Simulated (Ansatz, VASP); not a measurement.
# HfZrS4: VASP beside Ansatz

INCAR

```
SYSTEM = HfZrS4
ALGO = Normal
EDIFF = 1E-7
EDIFFG = -0.04
ENCUT = 600
GGA = PE
IBRION = 2
ISIF = 3
ISMEAR = 0
LASPH = .TRUE.
LCHARG = .FALSE.
LREAL = .FALSE.
LWAVE = .FALSE.
NELM = 100
NSW = 90
PREC = Accurate
SIGMA = 0.1
```

KPOINTS

```
k-points
0
G
  4 6 4
  0 0 0
```

POSCAR

```
HfZrS4
1.0
    5.8727109400      0.0000000000      0.0000000000
    0.0000000000      3.5885029100      0.0000000000
    0.0000000000      0.0000000000      6.2154693600
Zr Hf S
1 1 4
Direct
    0.0000000000      0.5000000000      0.5000000000
    0.0000000000      0.0000000000      0.0000000000
    0.2379099700      0.5000000000      0.8333333300
    0.2379099700      0.0000000000      0.3333333300
    0.7620900300      0.0000000000      0.6666666700
    0.7620900300      0.5000000000      0.1666666700
```

Input for Ansatz:

```yaml
crystal:
  lattice:
    - [5.87271094, 0.0, 0.0]
    - [0.0, 3.58850291, 0.0]
    - [0.0, 0.0, 6.21546936]
  atoms:
    - { symbol: Zr, position: [0.0, 0.5, 0.5] }
    - { symbol: Hf, position: [0.0, 0.0, 0.0] }
    - { symbol: S, position: [0.23790997, 0.5, 0.83333333] }
    - { symbol: S, position: [0.23790997, 0.0, 0.33333333] }
    - { symbol: S, position: [0.76209003, 0.0, 0.66666667] }
    - { symbol: S, position: [0.76209003, 0.5, 0.16666667] }
basis:
  ecutwfc: 420
kpoints:
  mp_grid: { grid: [4, 6, 4] }
hamiltonian:
  xc: pbe
scf:
  occupations: { method: gaussian, width: 0.1 }
  lower_state_search: "off"
output:
  forces: true
  stress: true
  eigenvalues: true
relax:
  adjacent_minimum: "off"
  f_tol: 0.04
  max_steps: 70
  cell: { stress_tol: 0.4 }
```

Alike in both runs: task relaxation of cell and atoms; functional PBE; k mesh 4 × 6 × 4; occupations gaussian, width 0.1 eV; no spin polarisation.

```csv
,VASP,Ansatz
version,VASP 6.6.1,Ansatz 0.2.0
potentials or method,"VASP PAW PBE potentials, release 64 (Zr_sv, Hf_pv, S), cutoff 600 eV","scalar-relativistic, plane waves, PAW"
valence electrons in the cell,46,62
```

Ansatz gave:

```
gap on the k mesh at the Fermi level, each at its own relaxed structure (eV) : 1.12
relaxed volume (Å³/atom)                                                     : 25.25
relaxed length of the cell vector where the two differ most in proportion (Å)              : 6.496
```

Q: Which values does VASP return?

A: gap on the k mesh at the Fermi level, each at its own relaxed structure (eV): 1.11; relaxed volume (Å³/atom): 25.62; relaxed length of the cell vector where the two differ most in proportion (Å): 6.620.

VASP's potentials hold 46 valence electrons a cell and Ansatz's 62, so a difference there can come from the potentials and not from the codes.

Spin-orbit coupling is off throughout. Noted on VASP's run: the volume moved by over 15 % at a fixed basis, so the end points are rough.
